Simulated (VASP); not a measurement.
## Ti3H: relaxation of the atoms with PBE+D3(BJ)

System: Ti3H, a slab with vacuum.

```
Ti H
1.0
     2.90754    0.00000    0.00000
    -1.45377    2.51801    0.00000
     0.00000    0.00000   19.99353
Ti H
3 1
Direct
  0.66667 0.33333 0.20006
  0.33333 0.66667 0.31244
  0.00000 0.00000 0.42481
  0.33333 0.66667 0.46040
```

```json
{
 "Program": "VASP 6.6.1",
 "Task": "relaxation of the atoms",
 "Functional": "PBE",
 "Dispersion": "D3(BJ)",
 "Potentials or basis": "VASP PAW PBE potentials, release 64 (Ti_sv, H)",
 "Cutoff": "450 eV",
 "k mesh": "11 × 11 × 1",
 "Occupations": "gaussian, width 0.1 eV",
 "Spin": "no spin polarisation",
 "Dipole correction": "yes",
 "Atoms held fixed (from 0)": "[0, 1, 2, 3]",
 "Mended": "yes",
 "Further INCAR settings": "ALGO = Normal; EDIFF = 1e-07; NELMDL = -8; IBRION = 2; EDIFFG = -0.025; NSW = 36"
}
```

```json
{
 "Energy gained by relaxing": "41.2 meV/atom",
 "Ionic steps": "5",
 "Band gap on the k mesh": "zero (an odd number of electrons rules out a gap without spin polarisation)",
 "Dispersion energy per atom": "-0.337 eV"
}
```

The path:
| step | energy change (eV) | largest force on free atoms (eV/Å) | pressure (GPa) |
| --- | --- | --- | --- |
| 1 | 0.0000 | 1.0284 | -0.38 |
| 2 | -0.0476 | 0.8882 | -0.59 |
| 3 | -0.1440 | 0.3915 | -1.21 |
| 4 | -0.0958 | 0.7099 | -2.28 |
| 5 | -0.1648 | 0.0011 | -1.62 |

Final structure:
```
CELL_PARAMETERS angstrom
2.90754 0.00000 0.00000
-1.45377 2.51801 0.00000
0.00000 0.00000 19.99353
ATOMIC_POSITIONS crystal
Ti 0.66667 0.33333 0.20006
Ti 0.33333 0.66667 0.31244
Ti 0.00000 0.00000 0.42481
H 0.33333 0.66667 0.47562
```

Levels at points of the mesh, in eV from the Fermi level:
```tsv
k point	band 15	band 16	band 17	band 18	band 19	band 20	band 21	band 22
(0.00, 0.00, 0.00)	-3.33	-1.21	-0.06	0.61	0.69	0.69	0.90	0.93
```

It took 5 min on 1 thread of Intel(R) Xeon(R) Platinum 8559C (Emerald Rapids), with other jobs on the host, peak memory 0.25 GiB.
